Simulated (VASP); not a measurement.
Write the native input for VASP 6.6.1 that does the following.

| Quantity | Value |
| --- | --- |
| Task | single point |
| Functional | PBEsol |
| Potentials or basis | VASP PAW PBE potentials, release 64 (Hf_pv, N) |
| Cutoff | 520 eV |
| k mesh | 20 × 20 × 20 |
| Occupations | gaussian, width 0.15 eV |
| Spin | no spin polarisation |
| Dipole correction | no |
| Further INCAR settings | ALGO = Normal; EDIFF = 1e-06; NBANDS = 14 |

The structure of HfN lies in POSCAR:

```
HfN
1.0
    0.0000000000      2.5357694169      1.7927889778
    2.5357694169      0.0000000000      1.7927889778
    2.5357694169      2.5357694169      0.0000000000
Hf N
1 1
Direct
    0.0000000000      0.0000000000      0.0000000000
    0.5000000000      0.5000000000      0.5000000000
```

This cell differs from its parent crystal: ratio of the length along z to the lengths across it x 0.707, volume and fractional coordinates fixed.

One way to write it, as run:

INCAR

```
SYSTEM = HfN
  PREC = Accurate
  ENCUT = 520
  EDIFF = 1E-6
  ISMEAR = 0
  SIGMA = 0.15
  LREAL = .FALSE.
  LASPH = .TRUE.
  NELM = 80
  ALGO = Normal
  ISIF = 2
  LWAVE = .FALSE.
  LCHARG = .TRUE.
  GGA = PS
  LELF = .TRUE.
  LVHAR = .TRUE.
  NBANDS = 14
```

KPOINTS

```
Automatic mesh
0
G
  20 20 20
  0 0 0
```

Potentials or basis: VASP PAW PBE potentials, release 64 (Hf_pv, N).

The run is started by

```console
$ cat potpaw_PBE.64/Hf_pv/POTCAR potpaw_PBE.64/N/POTCAR > POTCAR
$ mpirun -np 1 vasp_std > vasp.out
```

Results of the run:

The pressure is 88.3 GPa.

Caveat: the PAW data sets were made with another functional, which shifts forces and pressure a little.

Wall time 63 s on 1 thread of Intel(R) Xeon(R) 6975P-C (Granite Rapids) (shared host), peak memory 0.33 GiB.
